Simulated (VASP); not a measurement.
Crystal: Cs4C.

```xyz
5
Lattice="6.4915 0.0000 0.0000 0.0000 6.4915 0.0000 0.0000 0.0000 6.4915" Properties=species:S:1:pos:R:3 pbc="T T T"
Cs    3.2457    0.0000    0.0000
Cs    0.0000    3.2457    0.0000
Cs    0.0000    0.0000    3.2457
Cs    3.2457    3.2457    3.2457
C     0.0000    0.0000    0.0000
```

| Quantity | Value |
| --- | --- |
| Program | VASP 6.6.1 |
| Task | relaxation of cell and atoms |
| Functional | PBE |
| Potentials or basis | VASP PAW PBE potentials, release 64 (Cs_sv, C) |
| Cutoff | 600 eV |
| k mesh | 4 × 4 × 4 |
| Occupations | gaussian, width 0.1 eV |
| Spin | no spin polarisation |

At the start: pressure 1.0 GPa; volume 54.71 Å³/atom.

Problem. How do energy, volume and symmetry change on relaxing?

Solution. Over 3 steps the energy falls by 25.4 meV/atom and the volume is 63.14 Å³/atom (+15.4 %); space group Pm-3m (No. 221, to 0.05 Å).

Step by step:
```csv
step,energy change (eV),largest force (eV/Å),pressure (GPa),volume (Å³)
1,0.0000,0.0000,0.98,273.55
2,-0.0666,0.0000,0.63,286.97
3,-0.1269,0.0000,0.09,315.72
```

Final structure:
```cif
data_structure
_symmetry_space_group_name_H-M 'P 1'
_symmetry_Int_Tables_number 1
_cell_length_a 6.8093
_cell_length_b 6.8093
_cell_length_c 6.8093
_cell_angle_alpha 90.000
_cell_angle_beta 90.000
_cell_angle_gamma 90.000
_cell_volume 315.72
loop_
_atom_site_label
_atom_site_type_symbol
_atom_site_fract_x
_atom_site_fract_y
_atom_site_fract_z
_atom_site_occupancy
Cs1 Cs 0.50000 0.00000 0.00000 1
Cs2 Cs 0.00000 0.50000 0.00000 1
Cs3 Cs 0.00000 0.00000 0.50000 1
Cs4 Cs 0.50000 0.50000 0.50000 1
C1 C 0.00000 0.00000 0.00000 1
```

Caveat: the volume moved by over 15 % at a fixed basis, so the end points are rough.
